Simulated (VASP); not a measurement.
The system is AlCu6.

```
Al Cu
1.0
     4.56141    0.00000    0.00000
     0.00000    4.56141    0.00000
     0.00000    0.00000    4.56141
Al Cu
1 6
Direct
  0.50000 0.50000 0.50000
  0.00000 0.50000 0.50000
  0.50000 0.00000 0.50000
  0.50000 0.50000 0.00000
  0.50000 0.00000 0.00000
  0.00000 0.50000 0.00000
  0.00000 0.00000 0.50000
```

The cell was generated, and may not be a known phase.

* Program: VASP 6.6.1
* Task: relaxation of cell and atoms
* Functional: PBE
* Potentials or basis: VASP PAW PBE potentials, release 64 (Al, Cu)
* Cutoff: 600 eV
* k mesh: 4 × 4 × 4
* Occupations: gaussian, width 0.2 eV
* Spin: no spin polarisation

At the start: pressure 16.9 GPa; volume 13.56 Å³/atom.

Q: How do energy, volume and symmetry change on relaxing?

A: Over 3 steps the energy falls by 94.4 meV/atom and the volume is 15.60 Å³/atom (+15.0 %); space group Pm-3m (No. 221, to 0.1 Å) before and after.

The path:
```tsv
step	energy change (eV)	largest force (eV/Å)	pressure (GPa)	volume (Å³)
1	0.0000	0.0000	16.86	94.91
2	-0.5651	0.0000	-4.33	115.88
3	-0.6610	0.0000	0.07	109.17
```

Final structure:
```yaml
crystal:
  lattice:
    - [4.77935, 0.00000, 0.00000]
    - [0.00000, 4.77935, 0.00000]
    - [0.00000, 0.00000, 4.77935]
  atoms:
    - { symbol: Al, position: [0.50000, 0.50000, 0.50000] }
    - { symbol: Cu, position: [0.00000, 0.50000, 0.50000] }
    - { symbol: Cu, position: [0.50000, 0.00000, 0.50000] }
    - { symbol: Cu, position: [0.50000, 0.50000, 0.00000] }
    - { symbol: Cu, position: [0.50000, 0.00000, 0.00000] }
    - { symbol: Cu, position: [0.00000, 0.50000, 0.00000] }
    - { symbol: Cu, position: [0.00000, 0.00000, 0.50000] }
```

Caveat: the volume moved by over 15 % at a fixed basis, so the end points are rough.
